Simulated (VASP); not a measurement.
Write the native input for VASP 6.6.1 that does the following.

| Item | Value |
| --- | --- |
| Task | single point |
| Functional | PBE |
| Potentials or basis | VASP PAW PBE potentials, release 64 (In_d, O) |
| Cutoff | 520 eV |
| k mesh | 2 × 2 × 2 |
| Occupations | fermi-dirac, width 0.05 eV |
| Spin | no spin polarisation |
| Dipole correction | no |
| Further INCAR settings | ALGO = Normal; EDIFF = 1e-07; NBANDS = 55 |

The structure of In2O3 lies in POSCAR:

```
In2O3
1.0
    2.7435000000      1.5839604635      4.8366666667
   -2.7435000000      1.5839604635      4.8366666667
    0.0000000000     -3.1679209270      4.8366666667
In O
4 6
Direct
    0.8573100000      0.8573100000      0.8573100000
    0.6426900000      0.6426900000      0.6426900000
    0.1426900000      0.1426900000      0.1426900000
    0.3573100000      0.3573100000      0.3573100000
    0.0480000000      0.7500000000      0.4520000000
    0.7500000000      0.4520000000      0.0480000000
    0.4520000000      0.0480000000      0.7500000000
    0.9520000000      0.2500000000      0.5480000000
    0.2500000000      0.5480000000      0.9520000000
    0.5480000000      0.9520000000      0.2500000000
```

One way to write it, as run:

INCAR

```
PREC = Accurate ; ENCUT = 520
EDIFF = 1E-7 ; ISMEAR = -1
SIGMA = 0.05 ; LREAL = False
LASPH = True ; NELM = 80
ALGO = Normal ; ISIF = 2
LWAVE = False ; LCHARG = True
GGA = PE ; LELF = True
LVHAR = True ; NBANDS = 55
```

KPOINTS

```
Automatic mesh
0
Gamma
  2 2 2
```

Potentials or basis: VASP PAW PBE potentials, release 64 (In_d, O).

The run is started by

```console
$ cat potpaw_PBE.64/In_d/POTCAR potpaw_PBE.64/O/POTCAR > POTCAR
$ mpirun -np 1 vasp_std > vasp.out
```

Results of the run:

```json
{
  "Pressure": "8.6 GPa",
  "Largest force": "0.108 eV/Å",
  "Band gap on the k mesh": "1.32 eV, indirect (the least direct gap lies 4.0 meV higher)"
}
```

Caveat: the k points lie up to 0.70 Å⁻¹ apart; spin-orbit coupling is left out, which moves the levels of the heavy elements.

Wall time 34 s on 1 thread of Intel(R) Xeon(R) 6975P-C (Granite Rapids), on a shared host, peak memory 0.31 GiB.
